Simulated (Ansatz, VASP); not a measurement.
# One calculation of Co, two programs

```
Co
1.0
     2.56001    0.00000    0.00000
    -1.28001    2.21704    0.00000
     0.00000    0.00000    8.29173
Co
4
Direct
  0.00000 0.00000 0.00000
  0.00000 0.00000 0.50000
  0.33333 0.66667 0.25000
  0.66667 0.33333 0.75000
```

Alike in both runs: task single point; functional PBE; k mesh 16 × 16 × 5; occupations fermi-dirac, width 0.05 eV; collinear spin.

|  | VASP | Ansatz |
| --- | --- | --- |
| version | VASP 6.6.1 | Ansatz 0.2.0 |
| potentials or method | VASP PAW PBE potentials, release 64 (Co), cutoff 520 eV | plane waves (420 eV) with PAW, scalar-relativistic |
| valence electrons in the cell | 36 | 68 |

```tsv
	VASP	Ansatz	Ansatz less VASP
pressure (GPa)	-13.9	-13.5	+0.38
traceless stress, the component that is largest in VASP (GPa)	-0.09	0.02	+0.114
net moment per atom (μB)	1.69	1.70	+0.014
size of the moment on the site where the two differ most (μB)	1.73	1.79	+0.061
```

Site moments also hang on the region over which each program counts them. The functional is the same, so the differences come from potentials, cutoffs and numerics. VASP's potentials hold 36 valence electrons a cell and Ansatz's 68, so a difference there can come from the potentials and not from the codes.
